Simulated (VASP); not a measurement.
Here is a VASP 6.6.1 calculation.

Contents of POSCAR:

```
LiCl
1.0
   11.4000000000      0.0000000000      0.0000000000
    0.0000000000      9.3000000000      0.0000000000
    0.0000000000      0.0000000000      4.6011645634
Li Cl
2 2
Direct
    0.3940521318      0.5000000000      0.0000000000
    0.6059478682      0.5000000000      0.5000000000
    0.3940521318      0.5000000000      0.5000000000
    0.6059478682      0.5000000000      0.0000000000
```

INCAR.step1

```
SYSTEM = LiCl
PREC = Accurate
ENCUT = 520
ISMEAR = 0
SIGMA = 0.05
LREAL = .FALSE.
LASPH = .TRUE.
NELM = 150
ISPIN = 2
MAGMOM = 0.5 0.5 0.5 0.5
NBANDS = 22
GGA = PE
ALGO = Normal
EDIFF = 1E-4
LWAVE = .TRUE.
LCHARG = .FALSE.
```

INCAR.step2

```
SYSTEM = LiCl
PREC = Accurate
ENCUT = 520
EDIFF = 1E-6
ISMEAR = 0
SIGMA = 0.05
LREAL = .FALSE.
LASPH = .TRUE.
NELM = 150
ALGO = Normal
ISIF = 2
LWAVE = .FALSE.
LCHARG = .TRUE.
ISPIN = 2
MAGMOM = 0.5 0.5 0.5 0.5
LORBIT = 11
METAGGA = R2SCAN
LMIXTAU = .TRUE.
LELF = .TRUE.
LVHAR = .TRUE.
NBANDS = 22
ISTART = 1
```

The input KPOINTS:

```
Automatic mesh
0
G
  1 1 14
  0 0 0
```

Potentials or basis: VASP PAW PBE potentials, release 64 (Li_sv, Cl).

The run is started by

```sh
$ cat potpaw_PBE.64/Li_sv/POTCAR potpaw_PBE.64/Cl/POTCAR > POTCAR
$ cp INCAR.step1 INCAR
$ mpirun -np 1 vasp_std > vasp.out
$ cp INCAR.step2 INCAR
$ mpirun -np 1 vasp_std > vasp.out
```

Predict the net moment.

0.00 μB per cell.

What does it give for the band gap on the k mesh?

6.35 eV (least direct gap 6.37 eV).

Predict the largest force.

0.436 eV/Å.

Forces on the atoms (eV/Å):
```
Li   0.388  0.000  0.000
Li  -0.388  0.000  0.000
Cl  -0.436  0.000  0.000
Cl   0.436  0.000  0.000
```

Caveat: the PAW data sets were made with another functional, which shifts forces and pressure a little.
